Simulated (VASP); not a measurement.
# C: single point with PBEsol+D3(BJ)

Slab: C, a slab with vacuum.

```
C
1.0
     2.43636    0.00000    0.00000
    -1.21818    2.10995    0.00000
     0.00000    0.00000   20.83185
C
2
Direct
  0.00000 0.00000 0.61978
  0.33333 0.66667 0.62107
```

- Program: VASP 6.6.1
- Task: single point
- Functional: PBEsol
- Dispersion: D3(BJ)
- Potentials or basis: VASP PAW PBE potentials, release 64 (C)
- Cutoff: 520 eV
- k mesh: 15 × 15 × 1
- Occupations: gaussian, width 0.04 eV
- Spin: no spin polarisation

```
Largest force              : 0.452 eV/Å
Band gap on the k mesh     : zero (filled and empty bands touch)
Dispersion energy per atom : -0.049 eV
```

Forces on the atoms (eV/Å):
```
C    0.000  0.000  0.452
C    0.000  0.000 -0.452
```

Levels at points of the mesh, in eV from the Fermi level:
```
           k point  band 1  band 2  band 3  band 4  band 5  band 6  band 7  band 8  band 9
(0.00, 0.00, 0.00)  -19.77   -7.89   -2.98   -2.98    3.29    4.09    4.31    5.22    5.56
```

Run time: 2.3 min on 1 thread of Intel Xeon 8259CL, with other jobs on the host, peak memory 0.22 GiB.

Caveat: the PAW data sets were made with another functional, which shifts forces and pressure a little.
